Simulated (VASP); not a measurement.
A run of VASP 6.6.1 is set up as follows.

Contents of INCAR:

```
SYSTEM = Au
PREC = Accurate ; ENCUT = 520
EDIFF = 1E-7 ; ISMEAR = 0
SIGMA = 0.1 ; LREAL = .False.
LASPH = .True. ; NELM = 60
ALGO = Fast ; ISIF = 2
LWAVE = .False. ; LCHARG = .False.
GGA = PS ; NBANDS = 18
```

The input KPOINTS:

```
Automatic mesh
0
Gamma
  18 18 14
  0 0 0
```

POSCAR

```
Au
1.0
    2.0418799352      2.0418799352      0.0000000000
   -2.0418799352      2.0418799352      0.0000000000
    0.0000000000      0.0000000000      4.0020846730
Au
2
Direct
    0.0000000000      0.0000000000      0.0000000000
    0.5000000000      0.5000000000      0.5000000000
```

Potentials or basis: VASP PAW PBE potentials, release 64 (Au).

Command:

```console
$ cat potpaw_PBE.64/Au/POTCAR > POTCAR
$ mpirun -np 1 vasp_std > vasp.out
```

(1) Predict the band gap on the k mesh.

(2) Predict the pressure.

Results:

(1) zero (bands 11 and 12 overlap by 7.35 eV).

(2) 3.3 GPa.

Caveat: the cell differs from its parent crystal (strain along c alone, the other axes held: -2.0 %); the cell stands under pressure; the PAW data sets were made with another functional, which shifts forces and pressure a little; spin-orbit coupling is left out, which moves the levels of the heavy elements.
